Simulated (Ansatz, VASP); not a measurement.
One calculation of CdF, two programs

```xyz
2
Lattice="0.0000 2.4795 2.4795 2.4795 0.0000 2.4795 2.4795 2.4795 0.0000" Properties=species:S:1:pos:R:3 pbc="T T T"
Cd    0.0000    0.0000    0.0000
F     2.4795    2.4795    2.4795
```

Change from the starting cell: volume scaled by 0.94.

Alike in both runs: task single point; functional PBE; k mesh 9 × 9 × 9; occupations fermi-dirac, width 0.05 eV; no spin polarisation.

|  | VASP | Ansatz |
| --- | --- | --- |
| version | VASP 6.6.1 | Ansatz 0.2.0 |
| potentials or method | VASP PAW PBE potentials, release 64 (Cd, F), cutoff 520 eV | all-electron LAPW, scalar-relativistic |

```csv
,VASP,Ansatz,Ansatz less VASP
gap on the k mesh at the Fermi level (eV),none,none,-
pressure (GPa),10.1,9.7,-0.35
```

A gap of «none» marks a metal or a gap that the smearing closes. Ansatz ran all-electron here, and VASP with PAW potentials.
